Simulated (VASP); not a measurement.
# Sb (a cell with a defect) in VASP: a series of runs

Runs on Sb (a cell with a defect). Level: PBEsol. Tasks: single point.

Everything below comes from runs of VASP 6.6.1. Logs are shortened: lines on timing, memory, paths and dates and some standing lists are left out, and cuts for length are marked.

## Step 1: The cell of the first run

The cell holds a defect, 28 atoms: a = 9.250 Å, b = 9.250 Å, c = 9.250 Å, α = 90.00°, β = 90.00°, γ = 90.00°.

## Step 2: Single point, PBEsol

The input, INCAR:

```
SYSTEM = Sb
PREC = Accurate
ENCUT = 520
EDIFF = 1E-6
ISMEAR = -1
SIGMA = 0.15
LREAL = Auto
LASPH = .TRUE.
NELM = 80
ALGO = Normal
ISIF = 2
LWAVE = .FALSE.
LCHARG = .FALSE.
GGA = PS
NBANDS = 90
```

The input, KPOINTS:

```
regular mesh
0
G
  1 1 1
  0 0 0
```

The input, POSCAR:

```
Sb
1.0
    9.2500310000      0.0000000000      0.0000000000
    0.0000000000      9.2500310000      0.0000000000
    0.0000000000      0.0000000000      9.2500310000
Sb
28
Direct
    0.1696210532     -0.1329509058     -0.0930699584
   -0.0931672553     -0.1137293486      0.3044314122
   -0.0891672687      0.1128212435      0.6710572105
   -0.2432964819      0.2979341367      0.0855780916
   -0.2050371507      0.1764210304      0.3539015167
    0.0966158924      0.4144742866      0.6693382974
    0.0874375448      0.5829493977     -0.0179783181
    0.0707781412      0.5910899109      0.2985719724
   -0.2539883380      0.4876416090      0.4527876717
    0.6176519841     -0.0650268091      0.1902263895
    0.2620315543     -0.0414052666      0.2173073798
    0.3027881744      0.2007993271      0.7161381405
    0.1194914914      0.2393721708      0.0127459032
    0.0590160184      0.2941611763      0.3648095882
    0.4417390601      0.4925388899      0.6991652244
    0.4206256174      0.5387333297     -0.0072972728
    0.4343661119      0.7179002968      0.2904638914
    0.4976091431      0.8005378577      0.5946682773
    0.9163969288      0.0004324310     -0.0192323680
    0.4694362646      0.1260428208      0.4718578781
    0.6003439340      0.1240968814      0.8036946038
    0.4229391231      0.2162154916      0.0947131961
    0.4241607407      0.4059337747      0.3635014845
    0.7851973685      0.4207553467      0.7559109802
    0.8122459265      0.7134786900     -0.1030915464
    0.7313705219      0.6011439313      0.1694697023
    0.8239107523      0.8084189123      0.5877493816
    0.4924848360      0.8222458930      0.8992186080
```

Potentials or basis: VASP PAW PBE potentials, release 64 (Sb).

The run is started by

```bash
> cat potpaw_PBE.64/Sb/POTCAR > POTCAR
> mpirun -np 1 vasp_gam > vasp.out
```

OUTCAR:

```text
SYSTEM = Sb
   PREC = Accurate
   ENCUT = 520
   EDIFF = 1E-6
   ISMEAR = -1
   LREAL = Auto
   LASPH = .TRUE.
   NELM = 80
   ISIF = 2
   GGA = PS

 ion  position               nearest neighbor table
   1  0.170  0.867  0.907-  19 2.73   7 2.82  28 3.02  11 3.11  25 3.60  13 3.61  12 3.76
   2  0.907  0.886  0.304-  27 2.82  10 2.91   5 2.91   8 3.12  19 3.18  26 3.34  11 3.45
   3  0.911  0.113  0.671-  27 3.03  19 3.05  21 3.12  24 3.17   5 3.18   6 3.28  14 3.57  12 3.74

   4  0.757  0.298  0.086-   5 2.75  26 2.92  22 3.18  24 3.26  19 3.27  21 3.39  13 3.47  10 3.72

   5  0.795  0.176  0.354-  14 2.68   4 2.75   2 2.91   9 3.05  10 3.16   3 3.18  20 3.24
   6  0.097  0.414  0.669-  12 2.78  24 2.99  14 3.05   3 3.28  15 3.28   7 3.29  13 3.57
   7  0.087  0.583  0.982-   1 2.82  25 2.93   8 2.93  16 3.11  13 3.20   6 3.29  26 3.73
   8  0.071  0.591  0.299-  14 2.82   7 2.93   2 3.12  26 3.36   9 3.46  17 3.56  23 3.74
   9  0.746  0.488  0.453-  26 2.83  24 2.89   5 3.05  23 3.18  27 3.30   8 3.46  14 3.50  15 3.62

  10  0.618  0.935  0.190-  17 2.79   2 2.91  28 3.11   5 3.16  26 3.27  22 3.29  11 3.31  19 3.43
                            20 3.43   4 3.72
  11  0.262  0.959  0.217-  17 2.82  22 3.03   1 3.11  10 3.31  20 3.41   2 3.45  13 3.47
  12  0.303  0.201  0.716-   6 2.78  20 2.82  21 2.96  15 2.99  13 3.24  22 3.68   3 3.74   1 3.76

  13  0.119  0.239  0.013-  22 2.92  19 2.92   7 3.20  12 3.24  14 3.34   4 3.47  11 3.47   6 3.57
                             1 3.61
  14  0.059  0.294  0.365-   5 2.68   8 2.82   6 3.05  13 3.34   9 3.50  23 3.53   3 3.57
  15  0.442  0.493  0.699-  16 2.76  12 2.99  18 3.05  23 3.21   6 3.28  24 3.29  28 3.60   9 3.62

  16  0.421  0.539  0.993-  15 2.76  28 2.84   7 3.11  22 3.13  17 3.22  26 3.36  23 3.64
  17  0.434  0.718  0.290-  10 2.79  11 2.82  23 2.97  18 2.97  26 3.16  16 3.22   8 3.56  28 3.78

  18  0.498  0.801  0.595-  28 2.82  17 2.97  27 3.02  15 3.05  20 3.23  21 3.69
  19  0.916  0.000  0.981-   1 2.73  13 2.92  25 2.93   3 3.05   2 3.18   4 3.27  10 3.43  21 3.54

  20  0.469  0.126  0.472-  23 2.81  12 2.82  18 3.23   5 3.24  21 3.30  11 3.41  10 3.43  22 3.61

  21  0.600  0.124  0.804-  12 2.96  28 3.09   3 3.12  24 3.26  22 3.27  20 3.30   4 3.39  19 3.54
                            18 3.69
  22  0.423  0.216  0.095-  13 2.92  11 3.03  23 3.04  16 3.13   4 3.18  21 3.27  10 3.29  20 3.61
                            12 3.68
  23  0.424  0.406  0.364-  20 2.81  17 2.97  22 3.04   9 3.18  15 3.21  14 3.53  16 3.64   8 3.74

  24  0.785  0.421  0.756-   9 2.89   6 2.99  25 3.02   3 3.17  21 3.26   4 3.26  15 3.29
  25  0.812  0.713  0.897-  26 2.83   7 2.93  19 2.93  27 2.99  24 3.02  28 3.12   1 3.60
  26  0.731  0.601  0.169-   9 2.83  25 2.83   4 2.92  17 3.16  10 3.27   2 3.34  16 3.36   8 3.36
                             7 3.73
  27  0.824  0.808  0.588-   2 2.82  25 2.99  18 3.02   3 3.03   9 3.30
  28  0.492  0.822  0.899-  18 2.82  16 2.84   1 3.02  21 3.09  10 3.11  25 3.12  15 3.60  17 3.78

  LATTYP: Found a simple cubic cell.
 ALAT       =     9.2500310000

  Lattice vectors:

[... 172 lines left out ...]
   EFERMI =   0.00;   METHOD = LEGACY
   ISMEAR =    -1;   SIGMA  =   0.15  broadening in eV -4-tet -1-fermi 0-gaus
   EFERMI_NEDOS =   21; number of points for ismear=-14 and -15
   IALGO  =     38    algorithm
   IMIX   =      4    mixing-type and parameters
     AMIX     =   0.40;   BMIX     =  1.00
     AMIX_MAG =   1.60;   BMIX_MAG =  1.00
  volume/ion in A,a.u.               =      28.27       190.75
  Fermi-wavevector in a.u.,A,eV,Ry     =   0.918983  1.736627 11.490534  0.844530
  Thomas-Fermi vector in A             =   2.044126
   LORBIT       =      0    0 simple, 1 ext, 2 COOP (PROOUT), +10 PAW based schemes
   GGA     = PS    functional components
   LHFCALC =     F    Hartree Fock is set to
   AEXX    =    0.0000 exact exchange contribution
   IVDW    =     0    specifies the selected vdW correction
   LEPSILON=     F    determine dielectric tensor
   LRPA    =     F    only Hartree local field effects (RPA)
 non-spin polarized calculation
  energy-cutoff  :      520.00
  volume of cell :      791.46
 maximum number of plane-waves:     10624
 NGX is ok and might be reduce to    70
   NGX = 35   NGY = 35   NGZ = 35

 number of electron     140.0000000 magnetization

 Free energy of the ion-electron system (eV)
  ---------------------------------------------------
  ext. energy  EPLUGINS =         0.00000000
  ---------------------------------------------------
  free energy    TOTEN  =      -131.34203603 eV

  energy without entropy =     -130.63245198  energy(sigma->0) =     -130.98724401

 E-fermi :   7.3081     XC(G=0):  -9.9288

 val. band max:        7.1805894796   @ k =   0.0000   0.0000   0.0000
 cond. band min:       7.3564776095   @ k =   0.0000   0.0000   0.0000
 fundamental gap:      0.1758881299
 Fermi energy:         7.3081278490

 k-point     1 :       0.0000    0.0000    0.0000
  band No.  band energies     occupation
      1      -5.5438      2.00000
      2      -4.3240      2.00000
      3      -4.1456      2.00000
      4      -4.1193      2.00000
      5      -3.7984      2.00000
      6      -3.5816      2.00000
[... 74 lines left out ...]
     81       9.6604      0.00000
     82       9.7741      0.00000
 [bands above 82 left out]

------------------------ aborting loop because EDIFF is reached ----------------------------------------

  FORCE on cell =-STRESS in cart. coord.  units (eV):
  Direction    XX          YY          ZZ          XY          YZ          ZX
  --------------------------------------------------------------------------------------
  -------------------------------------------------------------------------------------
  Total       19.4766139      8.1023445      9.9471474     -2.7211687     -6.5240005     -2.2907190
  in kB       39.4270671     16.4018079     20.1362952     -5.5085398    -13.2067210     -4.6371681
  external PRESSURE =      25.3217234 kB  Pullay stress =       0.0000000 kB

 VOLUME and BASIS-vectors are now :
 -----------------------------------------------------------------------------
  energy-cutoff  :      520.00
  volume of cell :      791.46
      direct lattice vectors                 reciprocal lattice vectors
     9.250031000  0.000000000  0.000000000     0.108107746  0.000000000  0.000000000
     0.000000000  9.250031000  0.000000000     0.000000000  0.108107746  0.000000000
     0.000000000  0.000000000  9.250031000     0.000000000  0.000000000  0.108107746

 POSITION                                       TOTAL-FORCE (eV/Angst)
 -----------------------------------------------------------------------------------
      1.56900      8.02023      8.38913         1.648645      0.368293      0.057725
      8.38823      8.19803      2.81600         0.839186     -0.360507     -1.349133
      8.42523      1.04360      6.20730        -0.751962     -0.095001      0.318181
      6.99953      2.75590      0.79160         0.348548      0.062981     -2.001815
      7.35343      1.63190      3.27360        -1.429015      0.038481      1.475941
      0.89370      3.83390      6.19140        -0.401937      0.726915      0.151055
[... 20 lines left out ...]
      7.62120      7.47790      5.43670        -0.643813     -0.408832      0.281765
      4.55550      7.60580      8.31780         0.209357      0.482699      0.644700
 -----------------------------------------------------------------------------------
    total drift:                                0.028429      0.005265     -0.012217

  FREE ENERGIE OF THE ION-ELECTRON SYSTEM (eV)
  ---------------------------------------------------
  free  energy   TOTEN  =      -131.3420360330 eV

  energy  without entropy=     -130.6324519799  energy(sigma->0) =     -130.98724401
```

stdout:

```text
POSCAR found type information on POSCAR Sb
 POSCAR found :  1 types and      28 ions
 scaLAPACK will be used
 -----------------------------------------------------------------------------
|                                                                             |
|                                                                             |
|     You enforced a specific xc type in the INCAR file but a different       |
|     I HOPE YOU KNOW WHAT YOU ARE DOING!                                     |
|                                                                             |
 -----------------------------------------------------------------------------

 LDA part: xc-table for (Slater+PW92), standard interpolation
 POSCAR, INCAR and KPOINTS ok, starting setup
 FFT: planning ... GRIDC
 FFT: planning ... GRID_SOFT
 FFT: planning ... GRID
 WAVECAR not read
 entering main loop
```

Run time: 2.5 min. Hardware: 1 thread of AMD EPYC 9R45 (Zen 5), shared host; peak memory 0.56 GiB.

Results:

| Quantity | Value |
| --- | --- |
| Free energy | -131.3420 eV |
| Pressure | 2.5 GPa |
| Largest force | 2.807 eV/Å |

Forces in eV/Å, atoms in the order of the input:
```
Sb   1.649  0.368  0.058
Sb   0.839 -0.361 -1.349
Sb  -0.752 -0.095  0.318
Sb   0.349  0.063 -2.002
Sb  -1.429  0.038  1.476
Sb  -0.402  0.727  0.151
Sb   0.881 -1.373  0.130
Sb  -0.178  0.336 -0.477
Sb  -0.009 -0.131  0.461
Sb  -0.723  0.655 -0.241
Sb  -0.720  0.539  0.221
Sb  -0.025 -0.930  1.507
Sb  -0.999  1.580  0.090
Sb   2.763  0.431 -0.245
Sb   0.215 -0.604 -1.422
Sb   0.044 -0.291  1.164
Sb  -0.827 -1.213 -0.123
Sb   0.376  0.371 -0.899
Sb  -1.332  0.738  0.467
Sb   0.343 -1.421 -0.335
Sb   0.093  0.662 -0.132
Sb   0.986  0.657 -0.151
Sb  -0.304  0.082  0.364
Sb  -0.815 -0.657  0.766
Sb  -0.347 -0.056 -1.018
Sb   0.762 -0.188  0.295
Sb  -0.644 -0.409  0.282
Sb   0.209  0.483  0.645
```

Caveat: the k points lie up to 0.68 Å⁻¹ apart; the PAW data sets were made with another functional, which shifts forces and pressure a little; spin-orbit coupling is left out, which moves the levels of the heavy elements.

## Step 3: Single point, PBEsol

The input, INCAR:

```
PREC     = Accurate       # precision mode
ENCUT    = 520            # plane-wave cutoff, eV
EDIFF    = 1E-6           # SCF threshold, eV
ISMEAR   = -1             # smearing method
SIGMA    = 0.15           # smearing width, eV
LREAL    = Auto         
LASPH    = True           # aspherical terms in the spheres
NELM     = 80             # most SCF steps
ALGO     = Normal         # electronic algorithm
ISIF     = 2              # what is computed and relaxed
LWAVE    = False          # write WAVECAR
LCHARG   = False          # write CHGCAR
GGA      = PS             # functional
NBANDS   = 90             # bands
```

The input, KPOINTS:

```
regular mesh
0
Gamma
  1 1 1
```

The input, POSCAR:

```
Sb
1.0
    9.2500310000      0.0000000000      0.0000000000
    0.0000000000      9.2500310000      0.0000000000
    0.0000000000      0.0000000000      9.2500310000
Sb
28
Direct
    0.0424322902     -0.0659132926     -0.1255239036
   -0.1389076426     -0.1350373853      0.2147992801
   -0.1971669068      0.0743456968      0.6073601267
   -0.1935128650      0.2561180606      0.0334485366
   -0.0915023960      0.1749940081      0.3468528916
    0.0705511149      0.6145276702      0.7399867092
    0.1116969230      0.5396198132      0.0473403819
    0.2527991528      0.4638038510      0.3394583218
   -0.0765186625      0.4631119615      0.4570795492
    0.5236306776      0.0342593446      0.2117182094
    0.1826156042     -0.1156752880      0.2452207998
    0.1625075635      0.2078695736      0.7383759038
    0.1525075970      0.2210695294      0.0640214071
    0.2259559995      0.1859777551      0.3865608667
    0.4034581073      0.5302144393      0.6945814560
    0.4474039060      0.6026033859      0.0176756164
    0.4920091619      0.7129813943      0.3047124923
    0.4839335133      0.8075756719      0.6624842663
    0.7482245195     -0.0569079174     -0.1259563346
    0.5169496189      0.1454265397      0.5046037143
    0.4310472041      0.2118911818      0.8061162173
    0.4823767618      0.3155016453      0.0928753644
    0.5999006922      0.3922581449      0.3570906952
    0.8063000005      0.3547231355      0.7438569665
    0.7521380199      0.6568410419     -0.1540967809
    0.8074999965      0.5592413690      0.1676643030
    0.8026459587      0.7588623217      0.5013172388
    0.3726041567      0.9227428535      0.9470238532
```

Potentials or basis: VASP PAW PBE potentials, release 64 (Sb).

The run is started by

```bash
> cat potpaw_PBE.64/Sb/POTCAR > POTCAR
> mpirun -np 1 vasp_gam > vasp.out
```

Run time: 2.2 min. Hardware: 1 thread of AMD EPYC 9R45 (Zen 5), shared host; peak memory 0.56 GiB.

Results (log left out):

| Quantity | Value |
| --- | --- |
| Free energy | -130.3371 eV |
| Pressure | 2.7 GPa |
| Largest force | 3.650 eV/Å |

Forces on the atoms (eV/Å):
```
Sb   1.509 -0.602 -0.036
Sb  -0.416  0.706  0.133
Sb   0.998 -0.581  0.260
Sb   0.413 -0.337  0.243
Sb  -0.724 -0.028 -1.839
Sb   0.016  0.338  0.547
Sb   0.347  0.314  0.478
Sb   0.404  2.850  0.039
Sb  -0.020  0.320 -0.389
Sb   0.447 -1.219 -0.133
Sb   0.510 -0.301 -0.884
Sb  -3.514  0.013 -0.988
Sb  -0.230  0.160 -0.319
Sb  -0.736 -3.016  0.787
Sb  -0.812 -1.274  0.348
Sb  -0.284  1.396 -1.469
Sb  -0.214  0.212  0.595
Sb   0.051  0.971 -0.597
Sb  -1.489  2.348  2.216
Sb  -0.348 -0.853  0.788
Sb   3.486  0.012  0.080
Sb  -0.519 -1.082 -0.601
Sb  -0.104  1.330  1.435
Sb  -0.441  0.445  0.171
Sb   0.062 -2.043 -0.219
Sb   1.073 -0.185 -1.116
Sb  -0.109  0.213  0.691
Sb   0.646 -0.106 -0.219
```

Stress tensor (GPa, compression positive):
```
 3.08  0.49  0.73
 0.49  3.89 -0.23
 0.73 -0.23  1.22
```

Levels at points of the mesh, in eV from the Fermi level:
```csv
k point,band 67,band 68,band 69,band 70,band 71,band 72,band 73,band 74
"(0.00, 0.00, 0.00)",-0.62,-0.51,-0.35,-0.25,0.18,0.47,0.55,0.73
```

Caveat: the k points lie up to 0.68 Å⁻¹ apart; the PAW data sets were made with another functional, which shifts forces and pressure a little; spin-orbit coupling is left out, which moves the levels of the heavy elements.

(Continued in part 2 of 2.)
